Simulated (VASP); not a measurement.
# W2N (P-3m1) in VASP: notebook

The runs below take W2N through single point, with PBE.

Program: VASP 6.6.1. These are calculated values, not measurements. Logs are shortened: lines on timing, memory, paths and dates and some standing lists are left out, and cuts for length are marked.

### Step 1. The cell of the first run

Symmetry: P-3m1, No. 164, trigonal system. Conventional cell: a = 2.835 Å, b = 2.835 Å, c = 17.657 Å, α = 90.00°, β = 90.00°, γ = 120.00°. Within 2.9 Å of W (site symmetry 3m) lie 3 N at 2.10 Å and 7 W at 2.67 to 2.84 Å. W (site symmetry 3m) has 1 N at 1.97 Å within 2.6 Å. W (site symmetry 3m) has 3 N at 2.19 Å and 7 W at 2.74 to 2.84 Å within 2.9 Å. N (site symmetry -3m) has 6 W at 2.19 Å and 6 N at 2.84 Å within 2.9 Å. N (site symmetry 3m) has 4 W at 1.97 to 2.10 Å within 2.6 Å.

### Step 2. Single point, PBE

The input, INCAR:

```
SYSTEM = W2N
ALGO = Normal
EDIFF = 1E-6
ENCUT = 600
GGA = PE
GGA_COMPAT = .FALSE.
ISIF = 2
ISMEAR = 0
LASPH = .TRUE.
LCHARG = .TRUE.
LELF = .TRUE.
LREAL = .FALSE.
LVHAR = .TRUE.
LWAVE = .FALSE.
NBANDS = 60
NELM = 120
PREC = Accurate
SIGMA = 0.1
```

The input, KPOINTS:

```
k-points
0
G
  9 9 1
  0 0 0
```

The input, POSCAR:

```
W2N
1.0
    2.8352056400      0.0000000000      0.0000000000
   -1.4176028200      2.4553601100      0.0000000000
    0.0000000000      0.0000000000     17.6566570000
W N
6 3
Direct
    0.0000000000      0.0000000000      0.0756870000
    0.0000000000      0.0000000000      0.9243130000
    0.3333333300      0.6666666700      0.2620270000
    0.6666666700      0.3333333300      0.7379730000
    0.3333333300      0.6666666700      0.4172000000
    0.6666666700      0.3333333300      0.5828000000
    0.0000000000      0.0000000000      0.5000000000
    0.3333333300      0.6666666700      0.1503330000
    0.6666666700      0.3333333300      0.8496670000
```

Potentials or basis: VASP PAW PBE potentials, release 64 (W_sv, N).

The run is started by

```sh
$ cat potpaw_PBE.64/W_sv/POTCAR potpaw_PBE.64/N/POTCAR > POTCAR
$ mpirun -np 1 vasp_std > vasp.out
```

OUTCAR:

```text
SYSTEM = W2N
   EDIFF = 1E-6
   ENCUT = 600
   GGA = PE
   ISIF = 2
   ISMEAR = 0
   LASPH = .TRUE.
   LREAL = .FALSE.
   NELM = 120
   PREC = Accurate

 ion  position               nearest neighbor table
   1  0.000  0.000  0.076-   8 2.10   8 2.10   8 2.10   2 2.67
   2  0.000  0.000  0.924-   9 2.10   9 2.10   9 2.10   1 2.67
   3  0.333  0.667  0.262-   8 1.97   5 2.74
   4  0.667  0.333  0.738-   9 1.97   6 2.74
   5  0.333  0.667  0.417-   7 2.19   7 2.19   7 2.19   3 2.74   6 3.35   6 3.35   6 3.35
   6  0.667  0.333  0.583-   7 2.19   7 2.19   7 2.19   4 2.74   5 3.35   5 3.35   5 3.35
   7  0.000  0.000  0.500-   5 2.19   6 2.19   6 2.19   5 2.19   6 2.19   5 2.19
   8  0.333  0.667  0.150-   3 1.97   1 2.10   1 2.10   1 2.10
   9  0.667  0.333  0.850-   4 1.97   2 2.10   2 2.10   2 2.10

  LATTYP: Found a hexagonal cell.
 ALAT       =     2.8352056400
 C/A-ratio  =     6.2276459777

  Lattice vectors:

 A1 = (   2.8352056400,   0.0000000000,   0.0000000000)
 A2 = (  -1.4176028200,   2.4553601100,   0.0000000000)
 A3 = (   0.0000000000,   0.0000000000,  17.6566570000)

Analysis of symmetry for initial positions (statically):
=====================================================================
 Subroutine PRICEL returns:
 Original cell was already a primitive cell.

 Routine SETGRP: Setting up the symmetry group for a
 hexagonal supercell.

 Subroutine GETGRP returns: Found 12 space group operations
 (whereof 12 operations were pure point group operations)
 out of a pool of 24 trial point group operations.

The static configuration has the point symmetry D_3d.

Analysis of symmetry for dynamics (positions and initial velocities):
=====================================================================
 Subroutine PRICEL returns:
 Original cell was already a primitive cell.

 Routine SETGRP: Setting up the symmetry group for a
 hexagonal supercell.

 Subroutine GETGRP returns: Found 12 space group operations
 (whereof 12 operations were pure point group operations)
 out of a pool of 24 trial point group operations.

The dynamic configuration has the point symmetry D_3d.

 Subroutine INISYM returns: Found 12 space group operations
 (whereof 12 operations are pure point group operations),
 and found     1 'primitive' translations

----------------------------------------------------------------------------------------

[... 92 lines left out ...]
   NELM   =    120;   NELMIN=  2; NELMDL= -5     # of ELM steps
   EDIFF  = 0.1E-05   stopping-criterion for ELM
   LREAL  =      F    real-space projection
[... 7 lines left out ...]
   TEBEG  =    0.0;   TEEND  =   0.0 temperature during run
   PSTRESS=    0.0 pullay stress
   NELECT =      99.0000    total number of electrons
   NUPDOWN=      -1.0000    fix difference up-down
   EMIN   =  10.00;   EMAX   =-10.00  energy-range for DOS
   EFERMI =   0.00;   METHOD = LEGACY
   ISMEAR =     0;   SIGMA  =   0.10  broadening in eV -4-tet -1-fermi 0-gaus
   EFERMI_NEDOS =   21; number of points for ismear=-14 and -15
   IALGO  =     38    algorithm
   IMIX   =      4    mixing-type and parameters
     AMIX     =   0.40;   BMIX     =  1.00
     AMIX_MAG =   1.60;   BMIX_MAG =  1.00
  volume/ion in A,a.u.               =      13.66        92.16
  Fermi-wavevector in a.u.,A,eV,Ry     =   1.523177  2.878388 31.566460  2.320069
  Thomas-Fermi vector in A             =   2.631656
   LORBIT       =      0    0 simple, 1 ext, 2 COOP (PROOUT), +10 PAW based schemes
   GGA     = PE    functional components
   LHFCALC =     F    Hartree Fock is set to
   AEXX    =    0.0000 exact exchange contribution
   IVDW    =     0    specifies the selected vdW correction
   LEPSILON=     F    determine dielectric tensor
   LRPA    =     F    only Hartree local field effects (RPA)
 non-spin polarized calculation
 Gauss-broadening in eV      SIGMA  =   0.10
  energy-cutoff  :      600.00
  volume of cell :      122.92
 maximum number of plane-waves:      4124
 NGX is ok and might be reduce to    24
   NGX = 11   NGY = 11   NGZ = 71

 number of electron      99.0000006 magnetization

 Free energy of the ion-electron system (eV)
  ---------------------------------------------------
  ext. energy  EPLUGINS =         0.00000000
  ---------------------------------------------------
  free energy    TOTEN  =       -98.18076470 eV

  energy without entropy =      -98.14971136  energy(sigma->0) =      -98.16523803

 E-fermi :   9.8867     XC(G=0): -13.0065

 val. band max:        9.8664828251   @ k =   0.2222   0.0000   0.0000
 cond. band min:       9.8979797304   @ k =   0.1111   0.0000   0.0000
 fundamental gap:      0.0314969053
 Fermi energy:         9.8867478874

 k-point     1 :       0.0000    0.0000    0.0000
  band No.  band energies     occupation
      1     -64.5783      2.00000
      2     -64.5718      2.00000
      3     -64.4428      2.00000
      4     -64.4427      2.00000
      5     -64.4304      2.00000
      6     -64.3911      2.00000
[... 745 lines left out ...]
     59      13.2898      0.00000
     60      13.2898      0.00000

------------------------ aborting loop because EDIFF is reached ----------------------------------------

  FORCE on cell =-STRESS in cart. coord.  units (eV):
  Direction    XX          YY          ZZ          XY          YZ          ZX
  --------------------------------------------------------------------------------------
  -------------------------------------------------------------------------------------
  Total       -0.6342502     -0.6342502     -0.8755022      0.0000000      0.0000000      0.0000000
  in kB       -8.2672860     -8.2672860    -11.4119426      0.0000000      0.0000000      0.0000000
  external PRESSURE =      -9.3155049 kB  Pullay stress =       0.0000000 kB

 VOLUME and BASIS-vectors are now :
 -----------------------------------------------------------------------------
  energy-cutoff  :      600.00
  volume of cell :      122.92
      direct lattice vectors                 reciprocal lattice vectors
     2.835205640  0.000000000  0.000000000     0.352708102  0.203636118  0.000000000
    -1.417602820  2.455360110  0.000000000     0.000000000  0.407272235  0.000000000
     0.000000000  0.000000000 17.656657000     0.000000000  0.000000000  0.056635863

 POSITION                                       TOTAL-FORCE (eV/Angst)
 -----------------------------------------------------------------------------------
      0.00000      0.00000      1.33638         0.000000     -0.000000     -0.008192
      0.00000      0.00000     16.32028        -0.000000      0.000000      0.008192
     -0.00000      1.63691      4.62652         0.000000      0.000000      0.247625
      1.41760      0.81845     13.03014         0.000000     -0.000000     -0.247625
     -0.00000      1.63691      7.36636         0.000000      0.000000     -0.324905
      1.41760      0.81845     10.29030        -0.000000      0.000000      0.324905
      0.00000      0.00000      8.82833         0.000000      0.000000      0.000000
     -0.00000      1.63691      2.65438         0.000000      0.000000     -0.000526
      1.41760      0.81845     15.00228        -0.000000      0.000000      0.000526
 -----------------------------------------------------------------------------------
    total drift:                                0.000000      0.000000      0.000000

  FREE ENERGIE OF THE ION-ELECTRON SYSTEM (eV)
  ---------------------------------------------------
  free  energy   TOTEN  =       -98.1807646951 eV

  energy  without entropy=      -98.1497113554  energy(sigma->0) =      -98.16523803
```

Run time: 3.8 min. Hardware: 1 thread of Oxide Virtual Turin-like, shared host; peak memory 0.28 GiB.

What came out:

```yaml
Free_energy: -98.1808 eV
Pressure: -0.9 GPa
Largest_force: 0.325 eV/Å
Band_gap_on_the_k_mesh: zero (an odd number of electrons rules out a gap without spin polarisation)
```

Forces on the atoms (eV/Å):
```
W    0.000  0.000 -0.008
W    0.000  0.000  0.008
W    0.000  0.000  0.248
W    0.000  0.000 -0.248
W    0.000  0.000 -0.325
W    0.000  0.000  0.325
N    0.000  0.000  0.000
N    0.000  0.000 -0.001
N    0.000  0.000  0.001
```

Levels at points of the mesh, in eV from the Fermi level:
| k point | band 47 | band 48 | band 49 | band 50 | band 51 | band 52 | band 53 | band 54 | band 55 | band 56 |
| --- | --- | --- | --- | --- | --- | --- | --- | --- | --- | --- |
| (0.00, 0.00, 0.00) | -0.72 | -0.48 | -0.48 | -0.42 | -0.42 | 0.41 | 0.41 | 0.43 | 0.43 | 0.66 |

Caveat: spin-orbit coupling is left out, which moves the levels of the heavy elements.

[end of part 1 of 2]

The gap in the log of VASP goes by the Fermi energy; the results here count the filled bands.